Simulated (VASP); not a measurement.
Write the native input for VASP 6.6.1 that does the following.

* Task: single point
* Functional: PBE
* Potentials or basis: VASP PAW PBE potentials, release 64 (Nb_sv, Te)
* Cutoff: 520 eV
* k mesh: 4 × 4 × 4
* Occupations: gaussian, width 0.2 eV
* Spin: no spin polarisation
* Dipole correction: no
* Further INCAR settings: ALGO = Normal; EDIFF = 1e-06; NBANDS = 37

The structure of Nb2Te5 lies in POSCAR:

```
Nb2Te5
1.0
    2.4561510865      1.4180594910      9.0152080038
   -2.4561510865      1.4180594910      9.0152080038
    0.0000000000     -2.8361189819      9.0152080038
Nb Te
2 5
Direct
    0.1062098107      0.1062098107      0.1062098107
    0.8937901893      0.8937901893      0.8937901893
    0.2174251481      0.2174251481      0.2174251481
    0.7825748519      0.7825748519      0.7825748519
    0.3764900925      0.3764900925      0.3764900925
    0.6235099075      0.6235099075      0.6235099075
    0.5000000000      0.5000000000      0.5000000000
```

The input as run:

INCAR

```
  PREC = Accurate
  ENCUT = 520
  EDIFF = 1E-6
  ISMEAR = 0
  SIGMA = 0.2
  LREAL = False
  LASPH = True
  NELM = 60
  ALGO = Normal
  ISIF = 2
  LWAVE = False
  LCHARG = True
  GGA = PE
  LELF = True
  LVHAR = True
  NBANDS = 37
```

KPOINTS

```
regular mesh
0
Gamma
  4 4 4
```

Potentials or basis: VASP PAW PBE potentials, release 64 (Nb_sv, Te).

Command:

```bash
$ cat potpaw_PBE.64/Nb_sv/POTCAR potpaw_PBE.64/Te/POTCAR > POTCAR
$ mpirun -np 1 vasp_std > vasp.out
```

It gave:

The pressure is -0.4 GPa and the largest force is 0.039 eV/Å. The band gap on the k mesh is zero (band 28 reaches 8.19 eV, above the bottom of band 29 at 7.39 eV).

Caveat: the k points lie up to 0.37 Å⁻¹ apart; spin-orbit coupling is left out, which moves the levels of the heavy elements.

It took 7.5 min on 1 thread of Intel(R) Xeon(R) Platinum 8488C (Sapphire Rapids), on a shared host, peak memory 0.7 GiB.
